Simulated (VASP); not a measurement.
# Zn (Fm-3m) in VASP: a series of runs

Runs on Zn. Level: PBE. Tasks: single point, relaxation of cell and atoms.

Everything below comes from runs of VASP 6.6.1. Logs are shortened: lines on timing, memory, paths and dates and some standing lists are left out, and cuts for length are marked.

### Step 1. The cell of the first run

The structure is cubic, space group Fm-3m (No. 225). Conventional cell: a = 2.969 Å, b = 2.969 Å, c = 2.969 Å, α = 90.00°, β = 90.00°, γ = 90.00°. Within 2.8 Å of Zn (site symmetry m-3m) lie 12 Zn at 2.10 Å.

### Step 2. Single point, PBE

File INCAR:

```
SYSTEM = Zn
PREC = Accurate
ENCUT = 520
EDIFF = 1E-6
ISMEAR = -1
SIGMA = 0.05
LREAL = .FALSE.
LASPH = .TRUE.
NELM = 100
ALGO = Normal
ISIF = 2
LWAVE = .FALSE.
LCHARG = .FALSE.
GGA = PE
NBANDS = 12
```

File KPOINTS:

```
Automatic mesh
0
G
  22 22 22
  0 0 0
```

File POSCAR:

```
Zn
1.0
    0.0000000000      1.4844139974      1.4844139974
    1.4844139974      0.0000000000      1.4844139974
    1.4844139974      1.4844139974      0.0000000000
Zn
1
Direct
    0.0000000000      0.0000000000      0.0000000000
```

Potentials or basis: VASP PAW PBE potentials, release 64 (Zn).

Started as:

```console
> cat potpaw_PBE.64/Zn/POTCAR > POTCAR
> mpirun -np 1 vasp_std > vasp.out
```

OUTCAR:

```text
SYSTEM = Zn
   PREC = Accurate
   ENCUT = 520
   EDIFF = 1E-6
   ISMEAR = -1
   LREAL = .FALSE.
   LASPH = .TRUE.
   NELM = 100
   ISIF = 2
   GGA = PE

 ion  position               nearest neighbor table
   1  0.000  0.000  0.000-

  LATTYP: Found a face centered cubic cell.
 ALAT       =     2.9688279948

  Lattice vectors:

 A1 = (   0.0000000000,   1.4844139974,   1.4844139974)
 A2 = (   1.4844139974,   0.0000000000,   1.4844139974)
 A3 = (   1.4844139974,   1.4844139974,   0.0000000000)

Analysis of symmetry for initial positions (statically):
=====================================================================
 Subroutine PRICEL returns:
 Original cell was already a primitive cell.

 Routine SETGRP: Setting up the symmetry group for a
 face centered cubic supercell.

 Subroutine GETGRP returns: Found 48 space group operations
 (whereof 48 operations were pure point group operations)
 out of a pool of 48 trial point group operations.

The static configuration has the point symmetry O_h .

Analysis of symmetry for dynamics (positions and initial velocities):
=====================================================================
 Subroutine PRICEL returns:
 Original cell was already a primitive cell.

 Routine SETGRP: Setting up the symmetry group for a
 face centered cubic supercell.

 Subroutine GETGRP returns: Found 48 space group operations
 (whereof 48 operations were pure point group operations)
 out of a pool of 48 trial point group operations.

The dynamic configuration has the point symmetry O_h .

 Subroutine INISYM returns: Found 48 space group operations
 (whereof 48 operations are pure point group operations),
 and found     1 'primitive' translations

----------------------------------------------------------------------------------------

                                     Primitive cell

  volume of cell :       6.5418

  direct lattice vectors                    reciprocal lattice vectors
     0.000000000  1.484413997  1.484413997    -0.336833256  0.336833256  0.336833256
     1.484413997  0.000000000  1.484413997     0.336833256 -0.336833256  0.336833256
     1.484413997  1.484413997  0.000000000     0.336833256  0.336833256 -0.336833256

  length of vectors
     2.099278407  2.099278407  2.099278407     0.583412313  0.583412313  0.583412313

  position of ions in fractional coordinates (direct lattice)
     0.000000000  0.000000000  0.000000000

  ion indices of the primitive-cell ions
   primitive index   ion index
                 1           1

----------------------------------------------------------------------------------------

 KPOINTS: Automatic mesh

Automatic generation of k-mesh.
 Grid dimensions read from file:
 generate k-points for:   22   22   22

 Generating k-lattice:

  Cartesian coordinates                     Fractional coordinates (reciprocal lattice)
    -0.015310603  0.015310603  0.015310603     0.045454545  0.000000000  0.000000000
     0.015310603 -0.015310603  0.015310603     0.000000000  0.045454545  0.000000000
     0.015310603  0.015310603 -0.015310603     0.000000000  0.000000000  0.045454545

  Length of vectors
     0.026518742  0.026518742  0.026518742

  Shift w.r.t. Gamma in fractional coordinates (k-lattice)
     0.000000000  0.000000000  0.000000000

 Subroutine IBZKPT returns following result:
 ===========================================

 Found    328 irreducible k-points:

 Following reciprocal coordinates:
            Coordinates               Weight
  0.000000  0.000000  0.000000      1.000000
  0.045455  0.000000  0.000000      8.000000
  0.090909  0.000000  0.000000      8.000000
  0.136364  0.000000  0.000000      8.000000
  0.181818  0.000000  0.000000      8.000000
  0.227273  0.000000  0.000000      8.000000
[... 16 lines left out ...]
  0.500000  0.045455  0.000000     24.000000
 -0.454545  0.045455  0.000000     24.000000
 [... further k-points ...]
   k-points           NKPTS =    328   k-points in BZ     NKDIM =    328   number of bands    NBANDS=     12
   number of dos      NEDOS =    301   number of ions     NIONS =      1
   total plane-waves  NPLWV =   4096
   dimension x,y,z NGX =    16 NGY =   16 NGZ =   16
   dimension x,y,z NGXF=    32 NGYF=   32 NGZF=   32
   ions per type =               1
   NGX,Y,Z   is equivalent  to a cutoff of  12.67, 12.67, 12.67 a.u.
   NGXF,Y,Z  is equivalent  to a cutoff of  25.34, 25.34, 25.34 a.u.
 SYSTEM =  Zn
   PREC   = accura    normal or accurate (medium, high low for compatibility)
   ISTART =      0    job   : 0-new  1-cont  2-samecut
   ICHARG =      2    charge: 1-file 2-atom 10-const
   ISPIN  =      1    spin polarized calculation?
   LNONCOLLINEAR =      F non collinear calculations
   LSORBIT =      F    spin-orbit coupling
   LASPH  =      T    aspherical Exc in radial PAW
   ENCUT  =  520.0 eV  38.22 Ry    6.18 a.u.   3.90  3.90  3.90*2*pi/ulx,y,z
   NELM   =    100;   NELMIN=  2; NELMDL= -5     # of ELM steps
   EDIFF  = 0.1E-05   stopping-criterion for ELM
   LREAL  =      F    real-space projection
   EDIFFG = 0.1E-04   stopping-criterion for IOM
   NSW    =      0    number of steps for IOM
   IBRION =     -1    ionic relax: 0-MD 1-quasi-New 2-CG
   NFREE  =      0    steps in history (QN), initial steepest desc. (CG)
   ISIF   =      2    stress and relaxation
   ISYM   =      2    0-nonsym 1-usesym 2-fastsym
   POTIM  = 0.5000    time-step for ionic-motion
   TEBEG  =    0.0;   TEEND  =   0.0 temperature during run
   PSTRESS=    0.0 pullay stress
   NELECT =      12.0000    total number of electrons
   NUPDOWN=      -1.0000    fix difference up-down
   EMIN   =  10.00;   EMAX   =-10.00  energy-range for DOS
   EFERMI =   0.00;   METHOD = LEGACY
   ISMEAR =    -1;   SIGMA  =   0.05  broadening in eV -4-tet -1-fermi 0-gaus
   EFERMI_NEDOS =   21; number of points for ismear=-14 and -15
   IALGO  =     38    algorithm
   IMIX   =      4    mixing-type and parameters
     AMIX     =   0.40;   BMIX     =  1.00
     AMIX_MAG =   1.60;   BMIX_MAG =  1.00
  volume/ion in A,a.u.               =       6.54        44.15
  Fermi-wavevector in a.u.,A,eV,Ry     =   2.004027  3.787062 54.642680  4.016124
  Thomas-Fermi vector in A             =   3.018601
   LORBIT       =      0    0 simple, 1 ext, 2 COOP (PROOUT), +10 PAW based schemes
   GGA     = PE    functional components
   LHFCALC =     F    Hartree Fock is set to
   AEXX    =    0.0000 exact exchange contribution
   IVDW    =     0    specifies the selected vdW correction
   LEPSILON=     F    determine dielectric tensor
   LRPA    =     F    only Hartree local field effects (RPA)
 non-spin polarized calculation
  energy-cutoff  :      520.00
  volume of cell :        6.54
 maximum number of plane-waves:       190
   NGX =  7   NGY =  7   NGZ =  7

 number of electron      11.9999986 magnetization

 Free energy of the ion-electron system (eV)
  ---------------------------------------------------
  ext. energy  EPLUGINS =         0.00000000
  ---------------------------------------------------
  free energy    TOTEN  =         4.80826025 eV

  energy without entropy =        4.80969031  energy(sigma->0) =        4.80897528

 E-fermi :  14.2592     XC(G=0): -16.8247

 val. band max:       14.2213252786   @ k =  -0.4545   0.1364   0.0000
 cond. band min:      14.2708454988   @ k =  -0.4545   0.1364   0.0455
 fundamental gap:      0.0495202202
 Fermi energy:        14.2591503678

 k-point     1 :       0.0000    0.0000    0.0000
  band No.  band energies     occupation
      1      -7.2001      2.00000
      2       0.5176      2.00000
      3       0.5176      2.00000
      4       0.5176      2.00000
      5       2.1932      2.00000
      6       2.1932      2.00000
      7      38.1104      0.00000
      8      44.5436      0.00000
      9      44.5436      0.00000
     10      44.5436      0.00000
     11      48.9064      0.00000
     12      48.9064      0.00000

 k-point     2 :       0.0455    0.0000    0.0000
  band No.  band energies     occupation
      1      -7.0848      2.00000
      2       0.4853      2.00000
      3       0.5471      2.00000
      4       0.5471      2.00000
      5       2.1807      2.00000
      6       2.1807      2.00000
      7      37.8272      0.00000
      8      42.7658      0.00000
      9      44.2686      0.00000
     10      44.2686      0.00000
     11      49.3010      0.00000
     12      49.3010      0.00000

 k-point     3 :       0.0909    0.0000    0.0000
  band No.  band energies     occupation
      1      -6.7440      2.00000
      2       0.3960      2.00000
      3       0.6277      2.00000
      4       0.6277      2.00000
      5       2.1505      2.00000
      6       2.1505      2.00000
      7      36.4977      0.00000
      8      40.6579      0.00000
      9      43.6603      0.00000
     10      43.6603      0.00000
     11      49.8084      0.00000
     12      50.2050      0.00000
[... 286 lines left out ...]
 k-point    23 :       0.5000    0.0455    0.0000
  band No.  band energies     occupation
      1      -2.7102      2.00000
      2       0.3856      2.00000
      3       0.4891      2.00000
      4       2.8572      2.00000
      5       3.3554      2.00000
      6       5.2243      2.00000
      7      14.1453      1.81401
      8      35.3309      0.00000
      9      39.9213      0.00000
     10      40.1575      0.00000
     11      45.4457      0.00000
     12      45.4840      0.00000

 k-point    24 :      -0.4545    0.0455    0.0000
  band No.  band energies     occupation
      1      -2.7102      2.00000
      2       0.3993      2.00000
      3       0.4894      2.00000
      4       2.8544      2.00000
      5       3.2925      2.00000
      6       5.0869      2.00000
      7      14.3824      0.15679
      8      35.2903      0.00000
      9      39.7024      0.00000
     10      40.6722      0.00000
     11      44.9001      0.00000
     12      45.9181      0.00000

 [... further k-points ...]
[... 5 lines left out ...]
  --------------------------------------------------------------------------------------
  -------------------------------------------------------------------------------------
  Total       20.5326170     20.5326170     20.5326170     -0.0000000      0.0000000     -0.0000000
  in kB     5028.7468194   5028.7468194   5028.7468194     -0.0000000      0.0000000     -0.0000000
  external PRESSURE =    5028.7468194 kB  Pullay stress =       0.0000000 kB

 VOLUME and BASIS-vectors are now :
 -----------------------------------------------------------------------------
  energy-cutoff  :      520.00
  volume of cell :        6.54
      direct lattice vectors                 reciprocal lattice vectors
     0.000000000  1.484413997  1.484413997    -0.336833256  0.336833256  0.336833256
     1.484413997  0.000000000  1.484413997     0.336833256 -0.336833256  0.336833256
     1.484413997  1.484413997  0.000000000     0.336833256  0.336833256 -0.336833256

 POSITION                                       TOTAL-FORCE (eV/Angst)
 -----------------------------------------------------------------------------------
      0.00000      0.00000      0.00000        -0.000000      0.000000     -0.000000
 -----------------------------------------------------------------------------------
    total drift:                                0.000000     -0.000000     -0.000000

  FREE ENERGIE OF THE ION-ELECTRON SYSTEM (eV)
  ---------------------------------------------------
  free  energy   TOTEN  =         4.8082602535 eV

  energy  without entropy=        4.8096903135  energy(sigma->0) =        4.80897528
```

It took 9.5 s on 1 thread of Intel Xeon Platinum 8488C (Sapphire Rapids), shared host; peak memory 0.13 GiB.

What came out:

* Free energy: 4.8083 eV
* Pressure: 502.9 GPa
* Band gap on the k mesh: zero (band 6 reaches 15.59 eV, above the bottom of band 7 at 14.05 eV)

Levels at points of the mesh, in eV from the Fermi level:
```tsv
k point	band 2	band 3	band 4	band 5	band 6	band 7	band 8	band 9	band 10	band 11
(0.00, 0.00, 0.00)	-13.74	-13.74	-13.74	-12.07	-12.07	23.85	30.28	30.28	30.28	34.65
(0.50, 0.00, 0.00)	-13.82	-13.82	-10.91	-10.91	-9.55	-0.21	21.57	26.97	26.97	29.81
(0.50, 0.50, 0.00)	-16.53	-10.94	-10.61	-10.61	-5.48	4.49	12.35	12.35	18.43	25.76
```

### Step 3. Single point, PBE

File INCAR:

```
  ALGO = Normal
  EDIFF = 1E-6
  ENCUT = 520
  GGA = PE
  ISIF = 2
  ISMEAR = -1
  LASPH = T
  LCHARG = F
  LREAL = F
  LWAVE = F
  NBANDS = 12
  NELM = 80
  PREC = Accurate
  SIGMA = 0.05
```

File KPOINTS:

```
k-points
0
Gamma
  22 22 22
```

POSCAR is that of step 2.

Potentials or basis: VASP PAW PBE potentials, release 64 (Zn).

Started as:

```console
> cat potpaw_PBE.64/Zn/POTCAR > POTCAR
> mpirun -np 1 vasp_std > vasp.out
```

It took 8.7 s on 1 thread of Intel Xeon Platinum 8488C (Sapphire Rapids), shared host; peak memory 0.13 GiB.

It converged, with:

| Quantity | Value |
| --- | --- |
| Free energy | 4.8083 eV |
| Pressure | 502.9 GPa |
| Band gap on the k mesh | zero (band 6 reaches 15.59 eV, above the bottom of band 7 at 14.05 eV) |

Levels at points of the mesh, in eV from the Fermi level:
```csv
k point,band 4,band 5,band 6,band 7,band 8,band 9
"(0.00, 0.00, 0.00)",-13.74,-12.07,-12.07,23.85,30.28,30.28
"(0.50, 0.00, 0.00)",-10.91,-10.91,-9.55,-0.21,21.57,26.97
"(0.50, 0.50, 0.00)",-10.61,-10.61,-5.48,4.49,12.35,12.35
```

### Step 4. Relaxation of cell and atoms, PBE, target pressure 490 GPa, at which the enthalpy is minimised

This run uses another cell than the first one, of 6.52 Å³/atom, 0.997 times its volume.

File INCAR:

```
PREC = Accurate ; ENCUT = 600
EDIFF = 1E-6 ; ISMEAR = -1
SIGMA = 0.05 ; LREAL = F
LASPH = T ; NELM = 80
ALGO = Normal ; ISIF = 3
LWAVE = F ; LCHARG = F
GGA = PE ; IBRION = 2
NSW = 60 ; EDIFFG = -0.005
PSTRESS = 4900.0
```

File KPOINTS:

```
regular mesh
0
Gamma
  22 22 22
```

File POSCAR:

```
Zn
1.0
    0.0000000000      1.4830590994      1.4830590994
    1.4830590994      0.0000000000      1.4830590994
    1.4830590994      1.4830590994      0.0000000000
Zn
1
Direct
    0.0000000000      0.0000000000      0.0000000000
```

Potentials or basis: VASP PAW PBE potentials, release 64 (Zn).

Started as:

```console
> cat potpaw_PBE.64/Zn/POTCAR > POTCAR
> mpirun -np 1 vasp_std > vasp.out
```

OUTCAR:

```text
PREC = Accurate
   ENCUT = 600
   EDIFF = 1E-6
   ISMEAR = -1
   LREAL = F
   LASPH = T
   NELM = 80
   ISIF = 3
   GGA = PE
   IBRION = 2
   NSW = 60
   EDIFFG = -0.005
   PSTRESS = 4900.0

 ion  position               nearest neighbor table
   1  0.000  0.000  0.000-

  LATTYP: Found a face centered cubic cell.
 ALAT       =     2.9661181988

  Lattice vectors:

 A1 = (   0.0000000000,   1.4830590994,   1.4830590994)
 A2 = (   1.4830590994,   0.0000000000,   1.4830590994)
 A3 = (   1.4830590994,   1.4830590994,   0.0000000000)

Analysis of symmetry for initial positions (statically):
=====================================================================
[... 288 lines left out ...]
  free energy    TOTEN  =         4.66864748 eV

  energy without entropy =        4.67006511  energy(sigma->0) =        4.66935630

 E-fermi :  14.1089     XC(G=0): -16.7743

 val. band max:       14.0652186844   @ k =  -0.4545   0.1364   0.0000
 cond. band min:      14.1143586026   @ k =  -0.4545   0.1364   0.0455
 fundamental gap:      0.0491399182
 Fermi energy:        14.1088670252

 k-point     1 :       0.0000    0.0000    0.0000
  band No.  band energies     occupation
      1      -7.2153      2.00000
      2       0.4601      2.00000
      3       0.4601      2.00000
      4       0.4601      2.00000
      5       2.1167      2.00000
      6       2.1167      2.00000
      7      37.9427      0.00000
      8      44.3070      0.00000
      9      44.3070      0.00000
     10      44.3070      0.00000
[... 287 lines left out ...]
 k-point    24 :      -0.4545    0.0455    0.0000
  band No.  band energies     occupation
      1      -2.7358      2.00000
      2       0.3439      2.00000
      3       0.4328      2.00000
      4       2.7766      2.00000
      5       3.2041      2.00000
      6       5.0097      2.00000
      7      14.2246      0.17993
      8      35.1234      0.00000
      9      39.4573      0.00000
     10      40.4178      0.00000

 [... further k-points ...]
[... 5 lines left out ...]
  --------------------------------------------------------------------------------------
  -------------------------------------------------------------------------------------
  Total       20.1475088     20.1475088     20.1475088     -0.0000000     -0.0000000      0.0000000
  in kB     4900.7797423   4900.7797423   4900.7797423     -0.0000000     -0.0000000      0.0000000
  external PRESSURE =       0.7797423 kB  Pullay stress =    4900.0000000 kB
[... 20 lines left out ...]
  energy  without entropy=        4.6700651139  energy(sigma->0) =        4.66935630

  enthalpy is  TOTEN    =        24.8129507241 eV   P V=       20.1443032479

 reached required accuracy - stopping structural energy minimisation
```

OSZICAR:

```text
N       E                     dE             d eps       ncg     rms          rms(c)
DAV:   1     0.356207914749E+02    0.35621E+02   -0.74945E+03  7224   0.261E+03
DAV:   2     0.478495502310E+01   -0.30836E+02   -0.29599E+02  6652   0.224E+02
DAV:   3     0.439560066451E+01   -0.38935E+00   -0.38882E+00  7124   0.254E+01
DAV:   4     0.439528257353E+01   -0.31809E-03   -0.31808E-03  6836   0.629E-01
[... 26 lines left out ...]
       N       E                     dE             d eps       ncg     rms          rms(c)
DAV:   1     0.466860759069E+01    0.10719E-01   -0.52535E-04  6986   0.570E-01    0.598E-02
DAV:   2     0.466864196284E+01    0.34372E-04   -0.10440E-04  7078   0.272E-01    0.238E-02
DAV:   3     0.466864662987E+01    0.46670E-05   -0.15493E-06  3992   0.325E-02    0.950E-03
DAV:   4     0.466864747621E+01    0.84635E-06   -0.61529E-07  3334   0.152E-02
   4 F= 0.24812951E+02 E0= 0.24813660E+02  d E =-.345434E-02
```

Wall time 90 s (1 thread of Intel Xeon 8259CL, shared host); peak memory 0.15 GiB.

What came out:

| Item | Value |
| --- | --- |
| Free energy | 4.6686 eV |
| Relaxed volume | 6.59 Å³/atom |
| Relaxed cell | a = 2.104 Å, b = 2.104 Å, c = 2.104 Å, α = 60.00°, β = 60.00°, γ = 60.00° |
| Space group after relaxing (to 0.05 Å) | Fm-3m (No. 225) |
| Energy change on relaxing (the enthalpy is what falls) | -195.6 meV/atom |
| Ionic steps | 4 |
| Pressure after relaxing | 490.1 GPa |
| Band gap on the k mesh | zero (band 6 reaches 15.45 eV, above the bottom of band 7 at 13.89 eV) |

Step by step:
```csv
step,energy change (eV),largest force (eV/Å),pressure (GPa),volume (Å³)
1,0.0000,0.0000,507.71,6.52
2,-1.8488,0.0000,344.77,7.23
3,-0.2063,0.0000,489.02,6.59
4,-0.1956,0.0000,490.08,6.59
```

Final structure:
```xyz
1
Lattice="0.0000 1.4878 1.4878 1.4878 0.0000 1.4878 1.4878 1.4878 0.0000" Properties=species:S:1:pos:R:3 pbc="T T T"
Zn    0.0000    0.0000    0.0000
```

Levels at points of the mesh, in eV from the Fermi level:
```tsv
k point	band 4	band 5	band 6	band 7	band 8	band 9
(0.00, 0.00, 0.00)	-13.65	-11.99	-11.99	23.83	30.20	30.20
(0.50, 0.00, 0.00)	-10.85	-10.85	-9.47	-0.22	21.56	26.86
(0.50, 0.50, 0.00)	-10.55	-10.55	-5.42	4.47	12.33	12.33
```

Caveat: the cell is relaxed towards a set pressure, so the enthalpy falls and the energy may rise.

[end of part 1 of 2]
